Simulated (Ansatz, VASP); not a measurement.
# Two plane-wave programs on C

```xyz
2
Lattice="0.0000 1.7801 1.8246 1.7801 0.0000 1.8246 1.7801 1.7801 0.0000" Properties=species:S:1:pos:R:3 pbc="T T T"
C     1.7801    1.7801    1.8246
C     2.6702    2.6702    2.7370
```

Change from the starting cell: strain +0.000 along x and y, +0.025 along z, atoms carried along.

Alike in both runs: task single point; functional r2SCAN; k mesh 12 × 12 × 12; occupations gaussian, width 0.05 eV; no spin polarisation.

|  | VASP | Ansatz |
| --- | --- | --- |
| version | VASP 6.6.1 | Ansatz 0.2.0 |
| potentials or method | VASP PAW PBE potentials, release 64 (C), cutoff 520 eV | scalar-relativistic, plane waves, PAW |
| valence electrons in the cell | 8 | 8 |

Ansatz gave:

| Property | Result |
| --- | --- |
| gap on the k mesh at the Fermi level (eV) | 4.00 |
| least direct gap on the mesh (eV) | 5.59 |
| pressure (GPa) | -10.6 |
| traceless stress, the component that is largest in VASP (GPa) | -16.28 |

Question: Estimate VASP's values.

Answer: gap on the k mesh at the Fermi level (eV): 3.97; least direct gap on the mesh (eV): 5.55; pressure (GPa): -9.6; traceless stress, the component that is largest in VASP (GPa): -16.26.

VASP's potentials were made for PBE, not for r2SCAN. With one functional, cell and mesh, what is left measures potentials, basis and numerics.
